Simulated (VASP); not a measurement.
Input of a VASP 6.6.1 run:

Contents of INCAR:

```
SYSTEM = GaSb
PREC = Accurate ; ENCUT = 520
EDIFF = 1E-7 ; ISMEAR = 0
SIGMA = 0.15 ; LREAL = .FALSE.
LASPH = .TRUE. ; NELM = 100
ALGO = Normal ; ISIF = 2
LWAVE = .FALSE. ; LCHARG = .TRUE.
GGA = PE ; LELF = .TRUE.
LVHAR = .TRUE. ; NBANDS = 16
```

The input KPOINTS:

```
regular mesh
0
G
  16 16 16
  0 0 0
```

POSCAR

```
GaSb
1.0
   -2.8305000000      2.8305000000      1.6444000000
    2.8305000000     -2.8305000000      1.6444000000
    2.8305000000      2.8305000000     -1.6444000000
Ga Sb
1 1
Direct
    0.2500000000      0.7500000000      0.5000000000
    0.0000000000      0.0000000000      0.0000000000
```

Potentials or basis: VASP PAW PBE potentials, release 64 (Ga_d, Sb).

Launch:

```bash
$ cat potpaw_PBE.64/Ga_d/POTCAR potpaw_PBE.64/Sb/POTCAR > POTCAR
$ mpirun -np 1 vasp_std > vasp.out
```

Q: Estimate the band gap on the k mesh.

A: Zero (bands 9 and 10 overlap by 4.43 eV).

Q: Estimate the pressure.

A: -3.6 GPa.

Stress tensor (GPa, compression positive):
```
-3.49  0.00  0.00
 0.00 -3.49  0.00
 0.00  0.00 -3.68
```

Caveat: the cell stands under tension; spin-orbit coupling is left out, which moves the levels of the heavy elements.
